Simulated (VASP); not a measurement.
# Li2Ta: relaxation of cell and atoms with PBE

The system is Li2Ta.

```
Li Ta
1.0
     7.84148    0.00000    0.00000
     0.00000    7.84148    0.00000
     0.00000    0.00000    2.52975
Li Ta
4 2
Direct
  0.25445 0.25445 0.00000
  0.24555 0.75445 0.50000
  0.74555 0.74555 0.00000
  0.75445 0.24555 0.50000
  0.00000 0.00000 0.00000
  0.50000 0.50000 0.50000
```

```json
{"Program": "VASP 6.6.1", "Task": "relaxation of cell and atoms", "Functional": "PBE", "Potentials or basis": "VASP PAW PBE potentials, release 64 (Li_sv, Ta_pv)", "Cutoff": "600 eV", "k mesh": "6 × 6 × 14", "Occupations": "gaussian, width 0.1 eV", "Spin": "no spin polarisation", "Dipole correction": "no", "Further INCAR settings": "ALGO = Fast; EDIFF = 1e-07; IBRION = 2; EDIFFG = -0.01; NSW = 100; ISIF = 3"}
```

- Relaxed volume: 25.52 Å³/atom
- Relaxed cell: a = 7.816 Å, b = 7.816 Å, c = 2.506 Å, α = 90.00°, β = 90.00°, γ = 90.00°
- Space group after relaxing (to 0.1 Å): P4_2/mnm (No. 136)
- Energy gained by relaxing: 0.9 meV/atom
- Ionic steps: 5
- Pressure after relaxing: 0.0 GPa
- Largest force after relaxing: 0.010 eV/Å

Forces in eV/Å, atoms in the order of the input:
```
Li   0.007  0.007  0.000
Li  -0.007  0.007  0.000
Li  -0.007 -0.007  0.000
Li   0.007 -0.007  0.000
Ta   0.000  0.000  0.000
Ta   0.000  0.000  0.000
```

The path:
```tsv
step	energy change (eV)	largest force (eV/Å)	pressure (GPa)	volume (Å³)
1	0.0000	0.0369	-0.51	155.55
2	0.0096	0.0148	-0.04	153.71
3	0.0095	0.0155	-0.06	153.76
4	-0.0056	0.0137	-0.03	153.54
5	-0.0057	0.0097	0.02	153.11
```

Final structure:
```
Li Ta
1.0
     7.81648    0.00000    0.00000
     0.00000    7.81648    0.00000
     0.00000    0.00000    2.50605
Li Ta
4 2
Direct
  0.25480 0.25480 0.00000
  0.24520 0.75480 0.50000
  0.74520 0.74520 0.00000
  0.75480 0.24520 0.50000
  0.00000 0.00000 0.00000
  0.50000 0.50000 0.50000
```

Levels at points of the mesh, in eV from the Fermi level:
```
           k point  band 12  band 13  band 14  band 15  band 16  band 17  band 18  band 19  band 20  band 21
(0.00, 0.00, 0.00)    -4.33    -2.19    -1.64    -1.22    -0.92    -0.56    -0.56    -0.53     0.10     0.38
(0.50, 0.00, 0.00)    -4.48    -2.02    -2.02    -0.89    -0.89    -0.80    -0.80     0.07     0.07     0.11
(0.50, 0.50, 0.00)    -4.45    -1.92    -1.92    -1.30    -1.30    -0.69    -0.39    -0.39     0.95     3.27
(0.00, 0.00, 0.50)    -1.88    -1.87    -1.87     0.40     0.40     1.53     1.53     2.07     2.07     3.03
(0.50, 0.00, 0.50)    -1.88    -1.88    -1.88     0.62     0.62     1.57     1.57     1.91     1.91     2.10
(0.50, 0.50, 0.50)    -1.88    -1.88    -1.88     0.47     0.47     1.54     1.54     2.11     2.11     2.89
```

Run time: 35 min on 1 thread of AMD EPYC 9R45 96-Core Processor (Zen 5) (shared host), peak memory 0.47 GiB.

Caveat: the cutoff is under 1.25 times the usual one of these potentials, so pressure, stress and relaxed cells hold a basis-set (Pulay) error; the bands computed are all filled at some k points, so no gap is given; spin-orbit coupling is left out, which moves the levels of the heavy elements.
